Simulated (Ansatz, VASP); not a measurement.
## Si: VASP beside Ansatz

INCAR

```
SYSTEM = Si
PREC = Accurate
ENCUT = 520
EDIFF = 1E-7
ISMEAR = 0
SIGMA = 0.03
LREAL = .False.
LASPH = .True.
NELM = 100
ALGO = Normal
ISIF = 2
LWAVE = .False.
LCHARG = .False.
NBANDS = 16
```

File KPOINTS:

```
Automatic mesh
0
Gamma
  12 12 6
  0 0 0
```

The input POSCAR:

```
Si
1.0
    3.8313174605      0.0000000000      0.0000000000
   -1.9156587303      3.0691668820      0.0000000000
    0.0000000000      0.0000000000      6.3326220002
Si
4
Direct
    0.3333333333      0.6666666667      0.0630095000
    0.6666666667      0.3333333333      0.5630095000
    0.3333333333      0.6666666667      0.4369905000
    0.6666666667      0.3333333333      0.9369905000
```

Input for Ansatz:

```yaml
crystal:
  lattice:
    - [3.8313174605, 0.0, 0.0]
    - [-1.9156587303, 3.069166882, 0.0]
    - [0.0, 0.0, 6.3326220002]
  atoms:
    - { symbol: Si, position: [0.3333333333, 0.6666666667, 0.0630095] }
    - { symbol: Si, position: [0.6666666667, 0.3333333333, 0.5630095] }
    - { symbol: Si, position: [0.3333333333, 0.6666666667, 0.4369905] }
    - { symbol: Si, position: [0.6666666667, 0.3333333333, 0.9369905] }
basis:
  ecutwfc: 420
kpoints:
  mp_grid: { grid: [12, 12, 6] }
hamiltonian:
  xc: lda
scf:
  occupations: { method: gaussian, width: 0.03 }
output:
  forces: true
  stress: true
  eigenvalues: true
```

Change from the starting cell: strain -0.0750 x Voigt [0, 1, 0, 0, 0, 0], atoms carried along.

Alike in both runs: task single point; functional LDA; k mesh 12 × 12 × 6; occupations gaussian, width 0.03 eV; no spin polarisation.

|  | VASP | Ansatz |
| --- | --- | --- |
| version | VASP 6.6.1 | Ansatz 0.2.0 |
| potentials or method | VASP PAW LDA potentials, release 64 (Si), cutoff 520 eV | scalar-relativistic, plane waves, PAW |
| valence electrons in the cell | 16 | 16 |

Ansatz gave:

- gap on the k mesh at the Fermi level (eV): none
- pressure (GPa): 6.6
- traceless stress, the component that is largest in VASP (GPa): 11.61
- rms of the force components (eV/Å): 0.671

Question: Estimate VASP's values.

Answer: gap on the k mesh at the Fermi level (eV): none; pressure (GPa): 6.7; traceless stress, the component that is largest in VASP (GPa): 11.67; rms of the force components (eV/Å): 0.673.

LDA's correlation is that of Perdew and Zunger in VASP and of Perdew and Wang (1992) in Ansatz. Atom by atom the forces differ by 0.002 eV/Å (rms over components). A gap of «none» marks a metal or a gap that the smearing closes.
